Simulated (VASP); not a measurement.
Input of a VASP 6.6.1 run:

File INCAR:

```
  PREC = Accurate
  ENCUT = 520
  EDIFF = 1E-7
  ISMEAR = 0
  SIGMA = 0.1
  LREAL = F
  LASPH = T
  NELM = 100
  ALGO = Normal
  ISIF = 2
  LWAVE = F
  LCHARG = F
  LDIPOL = T
  IDIPOL = 3
  DIPOL = 0.5 0.5 0.499
  GGA = PE
  NBANDS = 30
```

Contents of KPOINTS:

```
regular mesh
0
Gamma
  12 12 1
```

File POSCAR:

```
Au
1.0
    2.9402300950      0.0000000000      0.0000000000
   -1.4701150475      2.5463139552      0.0000000000
    0.0000000000      0.0000000000     24.2020634590
Au
4
Direct
    0.6666666667      0.3333333333      0.3512097229
    0.3333333333      0.6666666667      0.4504032410
    0.0000000000      0.0000000000      0.5480612257
    0.6666666667      0.3333333333      0.6474442619
```

Potentials or basis: VASP PAW PBE potentials, release 64 (Au).

Command:

```console
$ cat potpaw_PBE.64/Au/POTCAR > POTCAR
$ mpirun -np 1 vasp_std > vasp.out
```

(1) What does it give for the band gap on the k mesh?

(2) Estimate the largest force.

Answers

(1) zero (band 22 reaches 3.05 eV, above the bottom of band 23 at -1.65 eV).

(2) 0.008 eV/Å.

Caveat: spin-orbit coupling is left out, which moves the levels of the heavy elements.
